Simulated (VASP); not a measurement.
Here is a VASP 6.6.1 calculation.

The input INCAR:

```
PREC = Accurate ; ENCUT = 520
EDIFF = 1E-7 ; ISMEAR = -1
SIGMA = 0.05 ; LREAL = False
LASPH = True ; NELM = 100
ALGO = Normal ; ISIF = 2
LWAVE = False ; LCHARG = False
GGA = PS ; NBANDS = 64
```

File KPOINTS:

```
regular mesh
0
Gamma
  10 10 1
```

File POSCAR:

```
MoS2
1.0
    3.1623510640      0.0000000000      0.0000000000
   -1.5811755320      2.7386763571      0.0000000000
    0.0000000000      0.0000000000     34.2478272223
Mo S
4 8
Direct
    0.3333333333      0.6666666667      0.0935556300
    0.3333333333      0.6666666667      0.7209030300
    0.6666666667      0.3333333333      0.2790969700
    0.6666666667      0.3333333333      0.9064443700
    0.6666666667      0.3333333333      0.0485463000
    0.6666666667      0.3333333333      0.6759117500
    0.3333333333      0.6666666667      0.2340896600
    0.3333333333      0.6666666667      0.8614313100
    0.6666666667      0.3333333333      0.1385686900
    0.6666666667      0.3333333333      0.7659103400
    0.3333333333      0.6666666667      0.3240882500
    0.3333333333      0.6666666667      0.9514537000
```

Potentials or basis: VASP PAW PBE potentials, release 64 (Mo_sv, S).

Command:

```bash
$ cat potpaw_PBE.64/Mo_sv/POTCAR potpaw_PBE.64/S/POTCAR > POTCAR
$ mpirun -np 1 vasp_std > vasp.out
```

Q: Predict the band gap on the k mesh.

A: 1.23 eV (least direct gap 1.93 eV).

Q: Estimate the largest force.

A: 0.216 eV/Å.

Forces in eV/Å, atoms in the order of the input:
```
Mo   0.000  0.000 -0.001
Mo   0.000  0.000 -0.007
Mo   0.000  0.000  0.007
Mo   0.000  0.000  0.001
S    0.000  0.000 -0.214
S    0.000  0.000 -0.196
S    0.000  0.000 -0.216
S    0.000  0.000 -0.209
S    0.000  0.000  0.209
S    0.000  0.000  0.216
S    0.000  0.000  0.196
S    0.000  0.000  0.214
```

Caveat: there is no dipole correction, which matters where the two faces differ; the PAW data sets were made with another functional, which shifts forces and pressure a little.
